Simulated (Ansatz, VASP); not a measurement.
Si in VASP and in Ansatz

File INCAR:

```
PREC     = Accurate       # precision mode
ENCUT    = 520            # plane-wave cutoff, eV
EDIFF    = 1E-6           # SCF threshold, eV
ISMEAR   = 0              # smearing method
SIGMA    = 0.1            # smearing width, eV
LREAL    = False          # projectors in reciprocal space
LASPH    = True           # aspherical terms in the spheres
NELM     = 80             # most SCF steps
ALGO     = Normal         # electronic algorithm
ISIF     = 2              # what is computed and relaxed
LWAVE    = False          # write WAVECAR
LCHARG   = False          # write CHGCAR
LDIPOL   = True         
IDIPOL   = 3            
DIPOL    = 0.5 0.5 0.378
GGA      = PE             # functional
IVDW     = 12             # dispersion correction
NBANDS   = 16             # bands
```

The input KPOINTS:

```
regular mesh
0
Gamma
  9 9 1
```

Contents of POSCAR:

```
Si
1.0
    3.8475254748      0.0000000000      0.0000000000
   -1.9237627374      3.3320548028      0.0000000000
    0.0000000000      0.0000000000     18.4415958287
Si
4
Direct
    0.3333333333      0.6666666667      0.2695427207
    0.6666666667      0.3333333333      0.2440135898
    0.5000000000      1.3333333333      0.5119728204
    0.8333333333      1.0000000000      0.4864436895
```

Input for Ansatz:

```yaml
crystal:
  lattice:
    - [3.8475254748, 0.0, 0.0]
    - [-1.9237627374, 3.3320548028, 0.0]
    - [0.0, 0.0, 18.4415958287]
  atoms:
    - { symbol: Si, position: [0.3333333333, 0.6666666667, 0.2695427207] }
    - { symbol: Si, position: [0.6666666667, 0.3333333333, 0.2440135898] }
    - { symbol: Si, position: [0.5, 1.3333333333, 0.5119728204] }
    - { symbol: Si, position: [0.8333333333, 1.0, 0.4864436895] }
basis:
  ecutwfc: 420
kpoints:
  mp_grid: { grid: [9, 9, 1] }
hamiltonian:
  xc: pbe
  pseudopotentials: { kind: paw, azcp: { folder: soft_1 } }
  dispersion: d3bj
scf:
  occupations: { method: gaussian, width: 0.1 }
output:
  forces: true
  eigenvalues: true
efield:
  axis: 3
  dipole_correction: true
  ramp_width: 0.04
```

Alike in both runs: task single point; functional PBE; dispersion D3(BJ); k mesh 9 × 9 × 1; occupations gaussian, width 0.1 eV; no spin polarisation.

```csv
,VASP,Ansatz
version,VASP 6.6.1,Ansatz 0.2.0
potentials or method,"VASP PAW PBE potentials, release 64 (Si), cutoff 520 eV","scalar-relativistic, plane waves, PAW"
valence electrons in the cell,16,16
```

```tsv
	VASP	Ansatz	Ansatz less VASP
gap on the k mesh at the Fermi level (eV)	0.27	0.27	0.000
least direct gap on the mesh (eV)	0.27	0.27	0.000
rms of the force components (eV/Å)	0.059	0.060	+0.0012
```

Atom by atom the forces differ by 0.003 eV/Å (rms over components).
